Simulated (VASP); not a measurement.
Runs of VASP 6.6.1 on KBr. The structure is that of space group Fm-3m (No. 225), or close to it. The cells are those of the table. 

```csv
task,level,spin,cell,k mesh,cutoff (eV),smearing,grid for exact exchange (PRECFOCK),share of exact exchange,screening parameter,gap on the mesh (eV),pressure (GPa),relaxed volume (Å³/atom)
dielectric tensor,r2SCAN,off,"a = 4.670 Å, angles 60.0°, 2 atoms",6 × 6 × 6,520,gaussian 0.01 eV,-,-,-,5.07,-,-
single point,HSE06,off,"a = 4.670 Å, angles 60.0°, 2 atoms",4 × 4 × 4,520,gaussian 0.01 eV,Normal,0.25,0.2079 1/Å,(a),0.5,-
relaxation of cell and atoms,r2SCAN,off,"relaxed from a = 4.741 Å, angles 60.0°, 2 atoms",6 × 6 × 6,600,fermi-dirac 0.02 eV,-,-,-,5.07,0.0,36.10
single point,HSE06,off,"a = 4.713 Å, angles 60.0°, 2 atoms",4 × 4 × 4,520,fermi-dirac 0.02 eV,Normal,0.25,0.2079 1/Å,5.52,0.0,-
single point,r2SCANh,off,"a = 4.670 Å, angles 60.0°, 2 atoms",4 × 4 × 4,520,gaussian 0.01 eV,Normal,0.1,-,5.71,0.0,-
single point,PBE,"non-collinear, zero start, SOC","a = 4.670 Å, angles 60.0°, 2 atoms",6 × 6 × 6,520,gaussian 0.01 eV,-,-,-,-,0.7,-
single point,PBE0,off,"a = 4.670 Å, angles 60.0°, 2 atoms",4 × 4 × 4,520,gaussian 0.01 eV,Normal,0.25,-,6.32,0.4,-
relaxation of cell and atoms,HSE06,off,"relaxed from a = 4.670 Å, angles 60.0°, 2 atoms",4 × 4 × 4,600,fermi-dirac 0.02 eV,Normal,0.25,0.2079 1/Å,(b),0.0,37.10
```

Alike in all rows: potentials or basis VASP PAW PBE potentials, release 64 (K_sv, Br).

**Question.** Fill in the values left out.

**Answer.** (a) 5.59; (b) 5.51.

Caveats: the PAW data sets were made with another functional, which shifts forces and pressure a little (at least some runs).

A k mesh can miss the band edges, and rows without SOC leave out spin-orbit coupling on Br.
